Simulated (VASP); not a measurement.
# Zn2GeO3 (P4/mmm) in VASP: further runs

The runs below take Zn2GeO3 through single point, with PBE.

Everything below comes from runs of VASP 6.6.1. Logs are shortened: lines on timing, memory, paths and dates and some standing lists are left out, and cuts for length are marked.

**1. The cell of the first run**

It takes space group P4/mmm (No. 123, tetragonal). Conventional cell: a = 2.837 Å, b = 2.837 Å, c = 9.251 Å, α = 90.00°, β = 90.00°, γ = 90.00°. Within 2.5 Å of Zn (site symmetry 4mm) lie 5 O at 1.85 to 2.14 Å. Ge (site symmetry 4/mmm) has 2 O at 2.02 Å within 2.7 Å. Within 2.7 Å of O (site symmetry 4mm) lie 1 Ge at 2.02 Å and 4 Zn at 2.14 Å. O (site symmetry 4/mmm) has 2 Zn at 1.85 Å within 2.5 Å.

The cell was generated, and may not be a known phase.

**2. Single point, PBE**

INCAR reads:

```
SYSTEM = Zn2GeO3
ALGO     = Normal         ! electronic algorithm
EDIFF    = 1E-7           ! SCF threshold, eV
ENCUT    = 520            ! plane-wave cutoff, eV
GGA      = PE             ! functional
ISIF     = 2              ! what is computed and relaxed
ISMEAR   = 0              ! smearing method
LASPH    = .True.         ! aspherical terms in the spheres
LCHARG   = .True.         ! write CHGCAR
LELF     = .True.         ! ELF
LREAL    = .False.        ! projectors in reciprocal space
LVHAR    = .True.       
LWAVE    = .False.        ! write WAVECAR
NBANDS   = 37             ! bands
NELM     = 100            ! most SCF steps
PREC     = Accurate       ! precision mode
SIGMA    = 0.1            ! smearing width, eV
```

KPOINTS reads:

```
k-points
0
Gamma
  6 6 2
  0 0 0
```

POSCAR reads:

```
Zn2GeO3
1.0
    2.8367957562      0.0000000000      0.0000000000
    0.0000000000      2.8367957562      0.0000000000
    0.0000000000      0.0000000000      9.2514835403
Zn Ge O
2 1 3
Direct
    0.5000000000      0.5000000000      0.6999026720
    0.5000000000      0.5000000000      0.3000973280
    0.0000000000      0.0000000000      0.0000000000
    0.0000000000      0.0000000000      0.7818550602
    0.0000000000      0.0000000000      0.2181449398
    0.5000000000      0.5000000000      0.5000000000
```

Potentials or basis: VASP PAW PBE potentials, release 64 (Zn, Ge_d, O).

The run is started by

```sh
> cat potpaw_PBE.64/Zn/POTCAR potpaw_PBE.64/Ge_d/POTCAR potpaw_PBE.64/O/POTCAR > POTCAR
> mpirun -np 1 vasp_std > vasp.out
```

OUTCAR:

```text
SYSTEM = Zn2GeO3
   EDIFF = 1E-7
   ENCUT = 520
   GGA = PE
   ISIF = 2
   ISMEAR = 0
   LASPH = .True.
   LREAL = .False.
   NELM = 100
   PREC = Accurate

 ion  position               nearest neighbor table
   1  0.500  0.500  0.700-   6 1.85   4 2.14   4 2.14   4 2.14   4 2.14
   2  0.500  0.500  0.300-   6 1.85   5 2.14   5 2.14   5 2.14   5 2.14
   3  0.000  0.000  0.000-   4 2.02   5 2.02
   4  0.000  0.000  0.782-   3 2.02   1 2.14   1 2.14   1 2.14   1 2.14
   5  0.000  0.000  0.218-   3 2.02   2 2.14   2 2.14   2 2.14   2 2.14
   6  0.500  0.500  0.500-   1 1.85   2 1.85

  LATTYP: Found a simple tetragonal cell.
 ALAT       =     2.8367957562
 C/A-ratio  =     3.2612441414

  Lattice vectors:

 A1 = (   2.8367957562,   0.0000000000,   0.0000000000)
 A2 = (   0.0000000000,   2.8367957562,   0.0000000000)
 A3 = (   0.0000000000,   0.0000000000,   9.2514835403)

Analysis of symmetry for initial positions (statically):
=====================================================================
 Subroutine PRICEL returns:
 Original cell was already a primitive cell.

 Routine SETGRP: Setting up the symmetry group for a
 simple tetragonal supercell.

 Subroutine GETGRP returns: Found 16 space group operations
 (whereof 16 operations were pure point group operations)
 out of a pool of 16 trial point group operations.

The static configuration has the point symmetry D_4h.

Analysis of symmetry for dynamics (positions and initial velocities):
=====================================================================
 Subroutine PRICEL returns:
 Original cell was already a primitive cell.

 Routine SETGRP: Setting up the symmetry group for a
 simple tetragonal supercell.

 Subroutine GETGRP returns: Found 16 space group operations
 (whereof 16 operations were pure point group operations)
 out of a pool of 16 trial point group operations.

The dynamic configuration has the point symmetry D_4h.

 Subroutine INISYM returns: Found 16 space group operations
 (whereof 16 operations are pure point group operations),
 and found     1 'primitive' translations

----------------------------------------------------------------------------------------

                                     Primitive cell

  volume of cell :      74.4505

  direct lattice vectors                    reciprocal lattice vectors
     2.836795756  0.000000000  0.000000000     0.352510398  0.000000000  0.000000000
[... 92 lines left out ...]
   NSW    =      0    number of steps for IOM
   IBRION =     -1    ionic relax: 0-MD 1-quasi-New 2-CG
   NFREE  =      0    steps in history (QN), initial steepest desc. (CG)
   ISIF   =      2    stress and relaxation
   ISYM   =      2    0-nonsym 1-usesym 2-fastsym
   POTIM  = 0.5000    time-step for ionic-motion
   TEBEG  =    0.0;   TEEND  =   0.0 temperature during run
   PSTRESS=    0.0 pullay stress
   NELECT =      56.0000    total number of electrons
   NUPDOWN=      -1.0000    fix difference up-down
   EMIN   =  10.00;   EMAX   =-10.00  energy-range for DOS
   EFERMI =   0.00;   METHOD = LEGACY
   ISMEAR =     0;   SIGMA  =   0.10  broadening in eV -4-tet -1-fermi 0-gaus
   EFERMI_NEDOS =   21; number of points for ismear=-14 and -15
   IALGO  =     38    algorithm
   IMIX   =      4    mixing-type and parameters
     AMIX     =   0.40;   BMIX     =  1.00
     AMIX_MAG =   1.60;   BMIX_MAG =  1.00
  volume/ion in A,a.u.               =      12.41        83.74
  Fermi-wavevector in a.u.,A,eV,Ry     =   1.488841  2.813502 30.159322  2.216648
  Thomas-Fermi vector in A             =   2.601825
   LORBIT       =      0    0 simple, 1 ext, 2 COOP (PROOUT), +10 PAW based schemes
   GGA     = PE    functional components
   LHFCALC =     F    Hartree Fock is set to
   AEXX    =    0.0000 exact exchange contribution
   IVDW    =     0    specifies the selected vdW correction
   LEPSILON=     F    determine dielectric tensor
   LRPA    =     F    only Hartree local field effects (RPA)
 non-spin polarized calculation
 Gauss-broadening in eV      SIGMA  =   0.10
  energy-cutoff  :      520.00
  volume of cell :       74.45
 maximum number of plane-waves:      2032
 NGX is ok and might be reduce to    24
   NGX = 11   NGY = 11   NGZ = 35

 number of electron      56.0000017 magnetization

 Free energy of the ion-electron system (eV)
  ---------------------------------------------------
  ext. energy  EPLUGINS =         0.00000000
  ---------------------------------------------------
  free energy    TOTEN  =       -26.19071504 eV

  energy without entropy =      -26.17627234  energy(sigma->0) =      -26.18349369

 E-fermi :   2.7499     XC(G=0): -11.0670

 val. band max:        2.6882851200   @ k =   0.5000   0.3333   0.5000
 cond. band min:       2.7866493929   @ k =   0.0000   0.0000   0.0000
 fundamental gap:      0.0983642729
 Fermi energy:         2.7499371344

 k-point     1 :       0.0000    0.0000    0.0000
  band No.  band energies     occupation
      1     -21.8861      2.00000
      2     -21.8416      2.00000
      3     -21.7250      2.00000
      4     -21.7117      2.00000
      5     -21.7117      2.00000
      6     -16.0985      2.00000
[... 789 lines left out ...]
     36      12.1099      0.00000
     37      12.1102      0.00000

------------------------ aborting loop because EDIFF is reached ----------------------------------------

  FORCE on cell =-STRESS in cart. coord.  units (eV):
  Direction    XX          YY          ZZ          XY          YZ          ZX
  --------------------------------------------------------------------------------------
  -------------------------------------------------------------------------------------
  Total        0.1708682      0.1708682      0.7159793      0.0000000      0.0000000      0.0000000
  in kB        3.6770897      3.6770897     15.4079037      0.0000000      0.0000000      0.0000000
  external PRESSURE =       7.5873611 kB  Pullay stress =       0.0000000 kB

 VOLUME and BASIS-vectors are now :
 -----------------------------------------------------------------------------
  energy-cutoff  :      520.00
  volume of cell :       74.45
      direct lattice vectors                 reciprocal lattice vectors
     2.836795756  0.000000000  0.000000000     0.352510398  0.000000000  0.000000000
     0.000000000  2.836795756  0.000000000     0.000000000  0.352510398  0.000000000
     0.000000000  0.000000000  9.251483540     0.000000000  0.000000000  0.108090772

 POSITION                                       TOTAL-FORCE (eV/Angst)
 -----------------------------------------------------------------------------------
      1.41840      1.41840      6.47514        -0.000000      0.000000      0.085056
      1.41840      1.41840      2.77635         0.000000     -0.000000     -0.085056
      0.00000      0.00000      0.00000        -0.000000      0.000000      0.000000
      0.00000      0.00000      7.23332        -0.000000     -0.000000      0.002853
      0.00000      0.00000      2.01816        -0.000000     -0.000000     -0.002853
      1.41840      1.41840      4.62574        -0.000000      0.000000      0.000000
 -----------------------------------------------------------------------------------
    total drift:                                0.000000     -0.000000      0.000000

  FREE ENERGIE OF THE ION-ELECTRON SYSTEM (eV)
  ---------------------------------------------------
  free  energy   TOTEN  =       -26.1907150367 eV

  energy  without entropy=      -26.1762723441  energy(sigma->0) =      -26.18349369
```

OSZICAR:

```text
N       E                     dE             d eps       ncg     rms          rms(c)
DAV:   1     0.579176287999E+03    0.57918E+03   -0.27076E+04  1762   0.311E+03
DAV:   2     0.676834792372E+02   -0.51149E+03   -0.48298E+03  1501   0.729E+02
DAV:   3    -0.269672804083E+02   -0.94651E+02   -0.92400E+02  1615   0.205E+02
DAV:   4    -0.318321864581E+02   -0.48649E+01   -0.48369E+01  1771   0.517E+01
DAV:   5    -0.319074980229E+02   -0.75312E-01   -0.75294E-01  1621   0.709E+00    0.169E+01
DAV:   6    -0.284532712565E+02    0.34542E+01   -0.25708E+01  2564   0.820E+01    0.136E+01
DAV:   7    -0.269079543436E+02    0.15453E+01   -0.25846E+01  2020   0.225E+01    0.970E+00
DAV:   8    -0.262376548150E+02    0.67030E+00   -0.25400E+00  2216   0.134E+01    0.516E+00
DAV:   9    -0.262083676273E+02    0.29287E-01   -0.55544E-01  1688   0.474E+00    0.142E+00
DAV:  10    -0.262000745314E+02    0.82931E-02   -0.14252E-01  2174   0.264E+00    0.789E-01
DAV:  11    -0.261904270775E+02    0.96475E-02   -0.23929E-02  1969   0.119E+00    0.165E-01
DAV:  12    -0.261906991757E+02   -0.27210E-03   -0.36226E-03  2153   0.758E-01    0.931E-02
DAV:  13    -0.261907218022E+02   -0.22626E-04   -0.75056E-04  1833   0.344E-01    0.401E-02
DAV:  14    -0.261907176568E+02    0.41453E-05   -0.14609E-04  2229   0.124E-01    0.252E-02
DAV:  15    -0.261907182073E+02   -0.55050E-06   -0.42143E-05  1996   0.729E-02    0.196E-02
DAV:  16    -0.261907153340E+02    0.28733E-05   -0.82500E-06  1743   0.265E-02    0.579E-03
DAV:  17    -0.261907149652E+02    0.36884E-06   -0.11115E-06  1866   0.795E-03    0.790E-04
DAV:  18    -0.261907150367E+02   -0.71514E-07   -0.23959E-07  1192   0.391E-03
   1 F= -.26190715E+02 E0= -.26183494E+02  d E =-.144427E-01
```

stdout:

```text
POSCAR found type information on POSCAR ZnGeO
 POSCAR found :  3 types and       6 ions
 scaLAPACK will be used
 LDA part: xc-table for (Slater+PW92), standard interpolation
 POSCAR, INCAR and KPOINTS ok, starting setup
 FFT: planning ... GRIDC
 FFT: planning ... GRID_SOFT
 FFT: planning ... GRID
 WAVECAR not read
 entering main loop
```

Run time: 92 s. Hardware: 1 thread of Intel Xeon Platinum 8488C (Sapphire Rapids), shared host; peak memory 0.21 GiB.

Results:

```
Free energy            : -26.1907 eV
Pressure               : 0.8 GPa
Largest force          : 0.085 eV/Å
Band gap on the k mesh : zero (bands 28 and 29 overlap by 0.47 eV)
```

Forces in eV/Å, atoms in the order of the input:
```
Zn   0.000  0.000  0.085
Zn   0.000  0.000 -0.085
Ge   0.000  0.000  0.000
O    0.000  0.000  0.003
O    0.000  0.000 -0.003
O    0.000  0.000  0.000
```

Caveat: the k points lie up to 0.37 Å⁻¹ apart.

**3. Single point, PBE**

This run uses another cell than the first one, of 15.70 Å³/atom.

INCAR reads:

```
SYSTEM = Zn2GeO3
  PREC = Accurate
  ENCUT = 520
  EDIFF = 1E-6
  ISMEAR = 0
  SIGMA = 0.1
  LREAL = .False.
  LASPH = .True.
  NELM = 60
  ALGO = Normal
  ISIF = 2
  LWAVE = .False.
  LCHARG = .True.
  GGA = PE
  LELF = .True.
  LVHAR = .True.
  NBANDS = 37
```

KPOINTS reads:

```
regular mesh
0
Gamma
  6 6 2
  0 0 0
```

POSCAR reads:

```
Zn2GeO3
1.0
    2.9364775500      0.0000000000      0.0000000000
    0.0000000000      2.9364775500      0.0000000000
    0.0000000000      0.0000000000     10.9272190000
Zn Ge O
2 1 3
Direct
    0.5000000000      0.5000000000      0.8681410000
    0.5000000000      0.5000000000      0.1318590000
    0.0000000000      0.0000000000      0.0000000000
    0.0000000000      0.0000000000      0.6647679800
    0.0000000000      0.0000000000      0.3352320200
    0.5000000000      0.5000000000      0.5000000000
```

Potentials or basis: VASP PAW PBE potentials, release 64 (Zn, Ge_d, O).

The run is started by

```sh
> cat potpaw_PBE.64/Zn/POTCAR potpaw_PBE.64/Ge_d/POTCAR potpaw_PBE.64/O/POTCAR > POTCAR
> mpirun -np 1 vasp_std > vasp.out
```

OUTCAR:

```text
SYSTEM = Zn2GeO3
   PREC = Accurate
   ENCUT = 520
   EDIFF = 1E-6
   ISMEAR = 0
   LREAL = .False.
   LASPH = .True.
   NELM = 60
   ISIF = 2
   GGA = PE

 ion  position               nearest neighbor table
   1  0.500  0.500  0.868-   3 2.53   3 2.53   3 2.53   3 2.53   2 2.88
   2  0.500  0.500  0.132-   3 2.53   3 2.53   3 2.53   3 2.53   1 2.88
   3  0.000  0.000  0.000-   1 2.53   2 2.53   1 2.53   2 2.53   1 2.53   2 2.53   1 2.53   2 2.53

   4  0.000  0.000  0.665-
   5  0.000  0.000  0.335-
   6  0.500  0.500  0.500-

[... 1000 lines left out ...]
  -------------------------------------------------------------------------------------
  Total        1.8007661      1.8007661     -4.8751055      0.0000000     -0.0000000      0.0000000
  in kB       30.6199784     30.6199784    -82.8956207      0.0000000     -0.0000000      0.0000000
  external PRESSURE =      -7.2185546 kB  Pullay stress =       0.0000000 kB

 VOLUME and BASIS-vectors are now :
 -----------------------------------------------------------------------------
  energy-cutoff  :      520.00
  volume of cell :       94.22
      direct lattice vectors                 reciprocal lattice vectors
     2.936477550  0.000000000  0.000000000     0.340544064  0.000000000  0.000000000
     0.000000000  2.936477550  0.000000000     0.000000000  0.340544064  0.000000000
     0.000000000  0.000000000 10.927219000     0.000000000  0.000000000  0.091514593

 POSITION                                       TOTAL-FORCE (eV/Angst)
 -----------------------------------------------------------------------------------
      1.46824      1.46824      9.48637        -0.000000     -0.000000     -3.450371
      1.46824      1.46824      1.44085        -0.000000     -0.000000      3.450371
      0.00000      0.00000      0.00000        -0.000000     -0.000000     -0.000000
      0.00000      0.00000      7.26407        -0.000000      0.000000      0.561108
      0.00000      0.00000      3.66315         0.000000      0.000000     -0.561108
      1.46824      1.46824      5.46361        -0.000000     -0.000000     -0.000000
 -----------------------------------------------------------------------------------
    total drift:                                0.000000     -0.000000      0.000000

  FREE ENERGIE OF THE ION-ELECTRON SYSTEM (eV)
  ---------------------------------------------------
  free  energy   TOTEN  =       -11.3748057002 eV

  energy  without entropy=      -11.3078890996  energy(sigma->0) =      -11.34134740
```

It took 1.8 min on 1 thread of Intel Xeon Platinum 8488C (Sapphire Rapids), shared host; peak memory 0.24 GiB.

Results:

| Property | Result |
| --- | --- |
| Free energy | -11.3748 eV |
| Pressure | -0.7 GPa |
| Largest force | 3.450 eV/Å |
| Band gap on the k mesh | zero (bands 28 and 29 overlap by 1.01 eV) |

Forces on the atoms (eV/Å):
```
Zn   0.000  0.000 -3.450
Zn   0.000  0.000  3.450
Ge   0.000  0.000  0.000
O    0.000  0.000  0.561
O    0.000  0.000 -0.561
O    0.000  0.000  0.000
```

Caveat: the stress differs along the axes, from -8 to 3 GPa; forces of over 1 eV/Å act on the atoms, so gaps and moduli don't describe the material at rest.

**4. Single point, PBE**

INCAR is that of step 3.

KPOINTS reads:

```
regular mesh
0
Gamma
  14 14 4
  0 0 0
```

POSCAR reads:

```
Zn2GeO3
1.0
    2.8352670184      0.0000000000      0.0000000000
    0.0000000000      2.8352670184      0.0000000000
    0.0000000000      0.0000000000      9.2787453010
Zn Ge O
2 1 3
Direct
    0.5000000000      0.5000000000      0.6996514600
    0.5000000000      0.5000000000      0.3003485400
    0.0000000000      0.0000000000      0.0000000000
    0.0000000000      0.0000000000      0.7818550872
    0.0000000000      0.0000000000      0.2181449128
    0.5000000000      0.5000000000      0.5000000000
```

The run is started by

```sh
> cat potpaw_PBE.64/Zn/POTCAR potpaw_PBE.64/Ge_d/POTCAR potpaw_PBE.64/O/POTCAR > POTCAR
> mpirun -np 1 vasp_std > vasp.out
```

It took 7.4 min on 1 thread of Intel Xeon Platinum 8488C (Sapphire Rapids), shared host; peak memory 0.37 GiB.

The run converged. Its results:

```
Free energy            : -26.1694 eV
Pressure               : 0.7 GPa
Largest force          : 0.072 eV/Å
Band gap on the k mesh : zero (bands 28 and 29 overlap by 0.41 eV)
```

Forces on the atoms (eV/Å):
```
Zn   0.000  0.000  0.072
Zn   0.000  0.000 -0.072
Ge   0.000  0.000  0.000
O    0.000  0.000  0.007
O    0.000  0.000 -0.007
O    0.000  0.000  0.000
```

Stress tensor (GPa, compression positive):
```
0.34 0.00 0.00
0.00 0.34 0.00
0.00 0.00 1.28
```

Levels at points of the mesh, in eV from the Fermi level:
```csv
k point,band 24,band 25,band 26,band 27,band 28,band 29,band 30,band 31,band 32,band 33
"(0.00, 0.00, 0.00)",-2.11,-1.91,-1.91,0.07,0.07,2.10,2.79,6.76,7.34,7.34
"(0.50, 0.00, 0.00)",-2.29,-2.17,-0.97,-0.89,-0.78,0.18,5.42,6.15,7.50,7.90
"(0.50, 0.50, 0.00)",-2.73,-1.85,-1.45,-1.45,-0.08,-0.08,1.32,2.87,4.50,7.08
"(0.00, 0.00, 0.50)",-2.00,-2.00,-0.78,0.08,0.08,0.93,3.75,6.08,7.34,7.34
"(0.50, 0.00, 0.50)",-2.04,-1.36,-1.17,-0.97,-0.89,0.19,5.95,6.11,6.87,7.50
"(0.50, 0.50, 0.50)",-2.73,-1.85,-1.28,-1.28,-0.22,-0.22,1.34,3.00,4.13,7.70
```

**5. Overview**

| cell | k mesh | gap on the mesh (eV) | pressure (GPa) | largest force (eV/Å) |
| --- | --- | --- | --- | --- |
| a = 2.837, b = 2.837, c = 9.251 Å, 6 atoms, atomic positions A | 6 × 6 × 2 | none | 0.8 | 0.09 |
| a = 2.936, b = 2.936, c = 10.927 Å, 6 atoms, atomic positions B | 6 × 6 × 2 | none | -0.7 | 3.45 |
| a = 2.835, b = 2.835, c = 9.279 Å, 6 atoms, atomic positions C | 14 × 14 × 4 | none | 0.7 | 0.07 |

Alike in all rows: task single point; level PBE; potentials or basis VASP PAW PBE potentials, release 64 (Zn, Ge_d, O); no spin polarisation; cutoff (eV) 520; smearing gaussian 0.1 eV.

Caveats: some runs use coarse meshes; the stress differs along the axes, from -8 to 3 GPa (at least some runs); forces of over 1 eV/Å act on the atoms, so gaps and moduli don't describe the material at rest (at least some runs).

Total energies depend on the potentials used, so only differences within one code and one set of settings carry meaning.

The gap in the log of VASP goes by the Fermi energy; the results here count the filled bands.